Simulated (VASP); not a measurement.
A run of VASP 6.6.1:

The input INCAR:

```
PREC = Accurate
ENCUT = 600
EDIFF = 1E-6
ISMEAR = -1
SIGMA = 0.05
LREAL = F
LASPH = T
NELM = 100
ALGO = Normal
ISIF = 3
LWAVE = F
LCHARG = F
GGA = PS
IBRION = 2
NSW = 80
EDIFFG = -0.005
PSTRESS = 200.0
```

The input KPOINTS:

```
regular mesh
0
Gamma
  11 11 6
```

Contents of POSCAR:

```
Ir
1.0
    2.7513778946      0.0000000000      0.0000000000
   -1.3756889473      2.3827631521      0.0000000000
    0.0000000000      0.0000000000      4.4622900000
Ir
2
Direct
    0.3333333333      0.6666666667      0.2500000000
    0.6666666667      0.3333333333      0.7500000000
```

Potentials or basis: VASP PAW PBE potentials, release 64 (Ir).

Command:

```sh
$ cat potpaw_PBE.64/Ir/POTCAR > POTCAR
$ mpirun -np 1 vasp_std > vasp.out
```

Hardware: 1 thread of AMD EPYC 9R45 96-Core Processor (Zen 5), on a shared host.

Question: How long does it take, and how much memory?

Answer: It took 94 s on 1 thread of AMD EPYC 9R45 96-Core Processor (Zen 5), with other jobs on the host, peak memory 0.15 GiB. Counts: scf iterations 59, k points 64, ion steps 10.
